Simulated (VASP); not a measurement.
# GaAs (I-4m2) in VASP: single point with HSE06

Aim: the single point of GaAs with HSE06.

Program: VASP 6.6.1. These are calculated values, not measurements. Logs are shortened: lines on timing, memory, paths and dates and some standing lists are left out, and cuts for length are marked.

### Step 1. The cell of the first run

Symmetry: I-4m2, No. 119, tetragonal system. Conventional cell: a = 4.007 Å, b = 4.007 Å, c = 5.489 Å, α = 90.00°, β = 90.00°, γ = 90.00°. Ga (site symmetry -4m2) has 4 As at 2.43 Å within 3.2 Å. As (site symmetry -4m2) has 4 Ga at 2.43 Å within 3.2 Å.

### Step 2. Single point, HSE06 (uniaxial z strain -3.1%)

POSCAR reads:

```
GaAs
1.0
    0.0000000000      2.8330850947      2.7446928398
    2.8330850947      0.0000000000      2.7446928398
    2.8330850947      2.8330850947      0.0000000000
Ga As
1 1
Direct
    0.0000000000      0.0000000000      0.0000000000
    0.2500000000      0.2500000000      0.2500000000
```

INCAR.step1 reads:

```
SYSTEM = GaAs
PREC = Accurate
ENCUT = 400
EDIFF = 1E-5
ISMEAR = 0
SIGMA = 0.01
LREAL = .False.
LASPH = .True.
NELM = 120
ALGO = Normal
ISIF = 2
LWAVE = .True.
GGA = PE
NBANDS = 16
GGA_COMPAT = .False.
```

INCAR.step2 reads:

```
SYSTEM = GaAs
PREC = Accurate
ENCUT = 400
EDIFF = 1E-6
ISMEAR = 0
SIGMA = 0.01
LREAL = .False.
LASPH = .True.
NELM = 120
ALGO = Normal
ISIF = 2
LWAVE = .False.
LCHARG = .True.
GGA = PE
LHFCALC = .True.
HFSCREEN = 0.2079
PRECFOCK = Normal
LELF = .True.
LVHAR = .True.
ISTART = 1
NBANDS = 16
GGA_COMPAT = .False.
```

KPOINTS reads:

```
Automatic mesh
0
Gamma
  6 6 6
  0 0 0
```

Potentials or basis: VASP PAW PBE potentials, release 64 (Ga_d, As).

Command:

```
$ cat potpaw_PBE.64/Ga_d/POTCAR potpaw_PBE.64/As/POTCAR > POTCAR
$ cp INCAR.step1 INCAR
$ mpirun -np 1 vasp_std > vasp.out
$ cp INCAR.step2 INCAR
$ mpirun -np 1 vasp_std > vasp.out
```

OUTCAR:

```text
SYSTEM = GaAs
   PREC = Accurate
   ENCUT = 400
   EDIFF = 1E-6
   ISMEAR = 0
   LREAL = .False.
   LASPH = .True.
   NELM = 120
   ISIF = 2
   GGA = PE
   LHFCALC = .True.
   HFSCREEN = 0.2079
   PRECFOCK = Normal
   ISTART = 1

 ion  position               nearest neighbor table
   1  0.000  0.000  0.000-   2 2.43   2 2.43   2 2.43   2 2.43
   2  0.250  0.250  0.250-   1 2.43   1 2.43   1 2.43   1 2.43

  LATTYP: Found a body centered tetragonal cell.
 ALAT       =     4.0065873643
 C/A-ratio  =     1.3700900993

  Lattice vectors:

 A1 = (   0.0000000000,  -2.8330850947,  -2.7446928398)
 A2 = (   0.0000000000,   2.8330850947,  -2.7446928398)
 A3 = (   2.8330850947,   0.0000000000,   2.7446928398)

Analysis of symmetry for initial positions (statically):
=====================================================================
 Subroutine PRICEL returns:
 Original cell was already a primitive cell.

 Routine SETGRP: Setting up the symmetry group for a
 body centered tetragonal supercell.

 Subroutine GETGRP returns: Found  8 space group operations
 (whereof  8 operations were pure point group operations)
 out of a pool of 16 trial point group operations.

The static configuration has the point symmetry D_2d.

Analysis of symmetry for dynamics (positions and initial velocities):
=====================================================================
 Subroutine PRICEL returns:
 Original cell was already a primitive cell.

 Routine SETGRP: Setting up the symmetry group for a
 body centered tetragonal supercell.

 Subroutine GETGRP returns: Found  8 space group operations
 (whereof  8 operations were pure point group operations)
 out of a pool of 16 trial point group operations.

The dynamic configuration has the point symmetry D_2d.

 Subroutine INISYM returns: Found  8 space group operations
 (whereof  8 operations are pure point group operations),
 and found     1 'primitive' translations

----------------------------------------------------------------------------------------

                                     Primitive cell

  volume of cell :      44.0598

  direct lattice vectors                    reciprocal lattice vectors
     0.000000000  2.833085095  2.744692840    -0.176486051  0.176486051  0.182169747
     2.833085095  0.000000000  2.744692840     0.176486051 -0.176486051  0.182169747
     2.833085095  2.833085095  0.000000000     0.176486051  0.176486051 -0.182169747

  length of vectors
     3.944579818  3.944579818  4.006587364     0.308999141  0.308999141  0.308999141

  position of ions in fractional coordinates (direct lattice)
     0.000000000  0.000000000  0.000000000
     0.250000000  0.250000000  0.250000000

  ion indices of the primitive-cell ions
   primitive index   ion index
                 1           1
                 2           2

----------------------------------------------------------------------------------------

 KPOINTS: Automatic mesh

Automatic generation of k-mesh.
 Grid dimensions read from file:
 generate k-points for:    6    6    6

 Generating k-lattice:

  Cartesian coordinates                     Fractional coordinates (reciprocal lattice)
    -0.029414342  0.029414342  0.030361624     0.166666667  0.000000000  0.000000000
     0.029414342 -0.029414342  0.030361624     0.000000000  0.166666667  0.000000000
     0.029414342  0.029414342 -0.030361624     0.000000000  0.000000000  0.166666667

  Length of vectors
     0.051499857  0.051499857  0.051499857

  Shift w.r.t. Gamma in fractional coordinates (k-lattice)
     0.000000000  0.000000000  0.000000000

 Subroutine IBZKPT returns following result:
 ===========================================

 Found     30 irreducible k-points:

 Following reciprocal coordinates:
            Coordinates               Weight
  0.000000  0.000000  0.000000      1.000000
  0.166667  0.000000  0.000000      8.000000
  0.333333  0.000000  0.000000      8.000000
  0.500000  0.000000  0.000000      4.000000
  0.166667  0.166667  0.000000      2.000000
  0.333333  0.166667  0.000000      8.000000
[... 16 lines left out ...]
  0.333333  0.000000  0.333333      4.000000
  0.500000  0.000000  0.333333     16.000000
 [... further k-points ...]
   k-points           NKPTS =     30   k-points in BZ     NKDIM =    216   number of bands    NBANDS=     16
   number of dos      NEDOS =    301   number of ions     NIONS =      2
   total plane-waves  NPLWV =  21952
   dimension x,y,z NGX =    28 NGY =   28 NGZ =   28
   dimension x,y,z NGXF=    56 NGYF=   56 NGZF=   56
   ions per type =               1   1
   NGX,Y,Z   is equivalent  to a cutoff of  11.80, 11.80, 11.62 a.u.
   NGXF,Y,Z  is equivalent  to a cutoff of  23.60, 23.60, 23.24 a.u.
 SYSTEM =  GaAs
   PREC   = accura    normal or accurate (medium, high low for compatibility)
   ISTART =      1    job   : 0-new  1-cont  2-samecut
   ICHARG =      0    charge: 1-file 2-atom 10-const
   ISPIN  =      1    spin polarized calculation?
   LNONCOLLINEAR =      F non collinear calculations
   LSORBIT =      F    spin-orbit coupling
   LASPH  =      T    aspherical Exc in radial PAW
   ENCUT  =  400.0 eV  29.40 Ry    5.42 a.u.   6.43  6.43  6.53*2*pi/ulx,y,z
   NELM   =    120;   NELMIN=  2; NELMDL=  0     # of ELM steps
   EDIFF  = 0.1E-05   stopping-criterion for ELM
   LREAL  =      F    real-space projection
   EDIFFG = 0.1E-04   stopping-criterion for IOM
   NSW    =      0    number of steps for IOM
   IBRION =     -1    ionic relax: 0-MD 1-quasi-New 2-CG
   NFREE  =      0    steps in history (QN), initial steepest desc. (CG)
   ISIF   =      2    stress and relaxation
   ISYM   =      3    0-nonsym 1-usesym 2-fastsym
   POTIM  = 0.5000    time-step for ionic-motion
   TEBEG  =    0.0;   TEEND  =   0.0 temperature during run
   PSTRESS=    0.0 pullay stress
   NELECT =      18.0000    total number of electrons
   NUPDOWN=      -1.0000    fix difference up-down
   EMIN   =  10.00;   EMAX   =-10.00  energy-range for DOS
   EFERMI =   0.00;   METHOD = LEGACY
   ISMEAR =     0;   SIGMA  =   0.01  broadening in eV -4-tet -1-fermi 0-gaus
   EFERMI_NEDOS =   21; number of points for ismear=-14 and -15
   IALGO  =     38    algorithm
   IMIX   =      1    mixing-type and parameters
     AMIX     =   0.40;   BMIX     =  1.00
     AMIX_MAG =   1.60;   BMIX_MAG =  1.00
  volume/ion in A,a.u.               =      22.03       148.67
  Fermi-wavevector in a.u.,A,eV,Ry     =   1.214744  2.295533 20.076789  1.475602
  Thomas-Fermi vector in A             =   2.350154
   LORBIT       =      0    0 simple, 1 ext, 2 COOP (PROOUT), +10 PAW based schemes
   GGA     = PE    functional components
   LHFCALC =     T    Hartree Fock is set to
   PRECFOCK=normal    Normal, Fast or Accurate (Low or Medium for compatibility)
   ENCUT4O =  -1.0   cutoff for four orbital integrals eV
   NKREDX  =     1    reduce k-point grid by
   NKREDY  =     1    reduce k-point grid by
   NKREDZ  =     1    reduce k-point grid by
   AEXX    =    0.2500 exact exchange contribution
   HFSCREEN=    0.2079 screening length (either q_TF or 0.3 A-1)
   HFSCREENC=   0.2079 screening length for correlation (either q_TF or 0.3 A-1)
   ENCUTFOCK=  -1.0 apply spherical cutoff to Coloumb kernel
   IVDW    =     0    specifies the selected vdW correction
   LEPSILON=     F    determine dielectric tensor
   LRPA    =     F    only Hartree local field effects (RPA)
 non-spin polarized calculation
 Gauss-broadening in eV      SIGMA  =   0.01
  energy-cutoff  :      400.00
  volume of cell :       44.06
 maximum number of plane-waves:       829
 NGX is ok and might be reduce to    28
  NGX = 20; NGY = 20; NGZ = 20

 number of electron      17.9999989 magnetization

 Free energy of the ion-electron system (eV)
  ---------------------------------------------------
  ext. energy  EPLUGINS =         0.00000000
  ---------------------------------------------------
  free energy    TOTEN  =        -9.82387269 eV

  energy without entropy =       -9.82387269  energy(sigma->0) =       -9.82387269

 E-fermi :   3.9114     XC(G=0):  -8.0558

 val. band max:        3.8671810348   @ k =   0.0000   0.0000   0.0000
 cond. band min:       5.3677898189   @ k =   0.0000   0.0000   0.0000
 fundamental gap:      1.5006087841
 Fermi energy:         3.9113843086

 k-point     1 :       0.0000    0.0000    0.0000
  band No.  band energies     occupation
      1     -13.6627      2.00000
      2     -13.6627      2.00000
      3     -13.6552      2.00000
      4     -13.5768      2.00000
      5     -13.5705      2.00000
      6     -10.4109      2.00000
[... 8 lines left out ...]
     15      14.5848      0.00000
     16      15.1903      0.00000

 k-point     2 :       0.1667    0.0000    0.0000
  band No.  band energies     occupation
      1     -13.6761      2.00000
      2     -13.6567      2.00000
      3     -13.6513      2.00000
      4     -13.5773      2.00000
      5     -13.5699      2.00000
      6     -10.0548      2.00000
[... 8 lines left out ...]
     15      13.6933      0.00000
     16      14.0262      0.00000

 k-point     3 :       0.3333    0.0000    0.0000
  band No.  band energies     occupation
      1     -13.7051      2.00000
      2     -13.6466      2.00000
      3     -13.6417      2.00000
      4     -13.5767      2.00000
      5     -13.5679      2.00000
      6      -9.1203      2.00000
[... 8 lines left out ...]
     15      14.4853      0.00000
     16      14.5062      0.00000

 k-point     4 :       0.5000    0.0000    0.0000
  band No.  band energies     occupation
      1     -13.7191      2.00000
      2     -13.6425      2.00000
      3     -13.6379      2.00000
      4     -13.5752      2.00000
      5     -13.5657      2.00000
      6      -8.4098      2.00000
[... 8 lines left out ...]
     15      16.7483      0.00000
     16      17.0883      0.00000
[... 324 lines left out ...]
 k-point    22 :      -0.3333    0.5000    0.1667
  band No.  band energies     occupation
      1     -13.7411      2.00000
      2     -13.6254      2.00000
      3     -13.6154      2.00000
      4     -13.5939      2.00000
      5     -13.5618      2.00000
      6      -7.4519      2.00000
[... 8 lines left out ...]
     15      17.4451      0.00000
     16      18.4854      0.00000

 k-point    23 :       0.3333    0.0000    0.3333
  band No.  band energies     occupation
      1     -13.7318      2.00000
      2     -13.6247      2.00000
      3     -13.6221      2.00000
      4     -13.5888      2.00000
      5     -13.5660      2.00000
      6      -8.6801      2.00000
[... 8 lines left out ...]
     15      16.8594      0.00000
     16      18.2131      0.00000

 k-point    24 :       0.5000    0.0000    0.3333
  band No.  band energies     occupation
      1     -13.7407      2.00000
      2     -13.6211      2.00000
      3     -13.6171      2.00000
      4     -13.5888      2.00000
      5     -13.5661      2.00000
      6      -7.8844      2.00000
[... 8 lines left out ...]
     15      17.2873      0.00000
     16      18.1336      0.00000

 [... further k-points ...]
[... 5 lines left out ...]
  --------------------------------------------------------------------------------------
  -------------------------------------------------------------------------------------
  Total        0.5757301      0.5757301      1.1374434      0.0000000      0.0000000      0.0000000
  in kB       20.9356525     20.9356525     41.3616054      0.0000000      0.0000000      0.0000000
  external PRESSURE =      27.7443035 kB  Pullay stress =       0.0000000 kB

 VOLUME and BASIS-vectors are now :
 -----------------------------------------------------------------------------
  energy-cutoff  :      400.00
  volume of cell :       44.06
      direct lattice vectors                 reciprocal lattice vectors
     0.000000000  2.833085095  2.744692840    -0.176486051  0.176486051  0.182169747
     2.833085095  0.000000000  2.744692840     0.176486051 -0.176486051  0.182169747
     2.833085095  2.833085095  0.000000000     0.176486051  0.176486051 -0.182169747

 POSITION                                       TOTAL-FORCE (eV/Angst)
 -----------------------------------------------------------------------------------
      0.00000      0.00000      0.00000        -0.000000     -0.000000     -0.000000
      1.41654      1.41654      1.37235         0.000000      0.000000      0.000000
 -----------------------------------------------------------------------------------
    total drift:                                0.000000      0.000000      0.000006

  FREE ENERGIE OF THE ION-ELECTRON SYSTEM (eV)
  ---------------------------------------------------
  free  energy   TOTEN  =        -9.8238726918 eV

  energy  without entropy=       -9.8238726918  energy(sigma->0) =       -9.82387269
```

Run time: 52 min. Hardware: 1 thread of Intel Xeon Platinum 8375C at 2.90GHz (Ice Lake), shared host; peak memory 0.28 GiB.

Results:

- Free energy: -9.8239 eV
- Pressure: 2.8 GPa
- Band gap on the k mesh: 1.50 eV

Caveat: the cell differs from its parent crystal (uniaxial z strain -3.1%); the PAW data sets were made with another functional, which shifts forces and pressure a little.
